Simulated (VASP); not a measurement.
Wanted: the native input for a VASP 6.6.1 run.

| Property | Result |
| --- | --- |
| Task | single point |
| Functional | BLYP |
| Potentials or basis | VASP PAW PBE potentials, release 64 (V_sv) |
| Cutoff | 520 eV |
| k mesh | 12 × 12 × 12 |
| Occupations | fermi-dirac, width 0.05 eV |
| Spin | collinear spin, ferromagnetic start |
| Starting moments | [2.0] μB |
| Dipole correction | no |
| Further INCAR settings | ALGO = Normal; EDIFF = 1e-06; NBANDS = 16 |

The structure of V lies in POSCAR:

```
V
1.0
   -1.5123419043      1.5123419043      1.5123419043
    1.5123419043     -1.5123419043      1.5123419043
    1.5123419043      1.5123419043     -1.5123419043
V
1
Direct
    0.0000000000      0.0000000000      0.0000000000
```

One way to write it, as run:

INCAR

```
SYSTEM = V
AGGAC = 1.0 ; AGGAX = 1.0
ALDAC = 0.0 ; ALDAX = 1.0
ALGO = Normal ; EDIFF = 1E-6
ENCUT = 520 ; GGA = B5
ISIF = 2 ; ISMEAR = -1
ISPIN = 2 ; LASPH = .True.
LCHARG = .True. ; LELF = .True.
LMAXMIX = 4 ; LORBIT = 11
LREAL = .False. ; LVHAR = .True.
LWAVE = .False. ; MAGMOM = 2
NBANDS = 16 ; NELM = 150
PREC = Accurate ; SIGMA = 0.05
```

KPOINTS

```
k-points
0
Gamma
  12 12 12
  0 0 0
```

Potentials or basis: VASP PAW PBE potentials, release 64 (V_sv).

The run is started by

```bash
$ cat potpaw_PBE.64/V_sv/POTCAR > POTCAR
$ mpirun -np 1 vasp_std > vasp.out
```

It gave:

| Quantity | Value |
| --- | --- |
| Pressure | 0.2 GPa |
| Net moment | 0.00 μB per cell |
| Valence electrons inside the program's atomic spheres | V 11.67 |

Caveat: the PAW data sets were made with another functional, which shifts forces and pressure a little.

Wall time 34 s on 1 thread of Intel(R) Xeon(R) Platinum 8259CL CPU @ 2.50GHz (Skylake/Cascade Lake), on a shared host, peak memory 0.14 GiB.
